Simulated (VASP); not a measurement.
Here is a VASP 6.6.1 calculation.

File INCAR:

```
PREC     = Accurate       # precision mode
ENCUT    = 520            # plane-wave cutoff, eV
EDIFF    = 1E-8           # SCF threshold, eV
ISMEAR   = 0              # smearing method
SIGMA    = 0.01           # smearing width, eV
LREAL    = F              # projectors in reciprocal space
LASPH    = T              # aspherical terms in the spheres
NELM     = 80             # most SCF steps
ALGO     = Normal         # electronic algorithm
ISIF     = 2              # what is computed and relaxed
LWAVE    = F              # write WAVECAR
LCHARG   = F              # write CHGCAR
GGA      = PE             # functional
NBANDS   = 18             # bands
IBRION   = 8              # ionic algorithm
NSW      = 1              # ionic steps
LEPSILON = T              # dielectric tensor by DFPT
```

Contents of KPOINTS:

```
Automatic mesh
0
Gamma
  8 8 8
```

Contents of POSCAR:

```
HfO2
1.0
    0.0000000000      2.5488057613      2.5488057613
    2.5488057613      0.0000000000      2.5488057613
    2.5488057613      2.5488057613      0.0000000000
Hf O
1 2
Direct
    0.0000000000      0.0000000000      0.0000000000
    0.2500000000      0.2500000000      0.2500000000
    0.7500000000      0.7500000000      0.7500000000
```

Potentials or basis: VASP PAW PBE potentials, release 64 (Hf_pv, O).

Launch:

```console
$ cat potpaw_PBE.64/Hf_pv/POTCAR potpaw_PBE.64/O/POTCAR > POTCAR
$ mpirun -np 1 vasp_std > vasp.out
```

Predict the electronic dielectric tensor (diagonal).

5.26.

Predict the Born charges (mean of the diagonal).

Hf +5.51; O -2.76 e.

Predict the highest phonon frequency at Γ, LO-TO splitting left out.

559 cm⁻¹.

Phonon frequencies in cm⁻¹ (negative: imaginary):
```csv
q point,frequencies
"(0.000, 0.000, 0.000)",0 0 0 208 208 208 559 559 559
```

Caveat: the cell wasn't relaxed at this level first, which shifts response properties.
